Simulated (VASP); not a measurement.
Write the native input for VASP 6.6.1 that does the following.

| Item | Value |
| --- | --- |
| Task | single point |
| Functional | LDA |
| Potentials or basis | VASP PAW LDA potentials, release 64 (Ba_sv) |
| Cutoff | 520 eV |
| k mesh | 10 × 10 × 3 |
| Occupations | fermi-dirac, width 0.1 eV |
| Spin | no spin polarisation |
| Dipole correction | no |
| Further INCAR settings | ALGO = Normal; EDIFF = 1e-06; NBANDS = 28 |

The structure of Ba lies in POSCAR:

```
Ba
1.0
    4.2418358400      0.0000000000      0.0000000000
   -2.1209179200      3.6735375961      0.0000000000
    0.0000000000      0.0000000000     13.8112695043
Ba
4
Direct
    1.0000000000      1.0000000000      0.0000000000
    1.0000000000      0.0000000000      0.5000000000
    0.3333333333      0.6666666667      0.2500000000
    0.6666666667      0.3333333333      0.7500000000
```

This isn't the form of Ba at room conditions, which is bcc.

These files were run (other wordings do the same):

INCAR

```
ALGO = Normal
EDIFF = 1E-6
ENCUT = 520
ISIF = 2
ISMEAR = -1
LASPH = True
LCHARG = False
LREAL = False
LWAVE = False
NBANDS = 28
NELM = 100
PREC = Accurate
SIGMA = 0.1
```

KPOINTS

```
k-points
0
Gamma
  10 10 3
```

Potentials or basis: VASP PAW LDA potentials, release 64 (Ba_sv).

Run with:

```console
$ cat potpaw_LDA.64/Ba_sv/POTCAR > POTCAR
$ mpirun -np 1 vasp_std > vasp.out
```

Results of the run:

- Pressure: 0.1 GPa
- Band gap on the k mesh: zero (bands 20 and 21 overlap by 0.32 eV)

Caveat: spin-orbit coupling is left out, which moves the levels of the heavy elements.

Run time: 2.8 min on 1 thread of Oxide Virtual Turin-like Processor (shared host), peak memory 0.29 GiB.
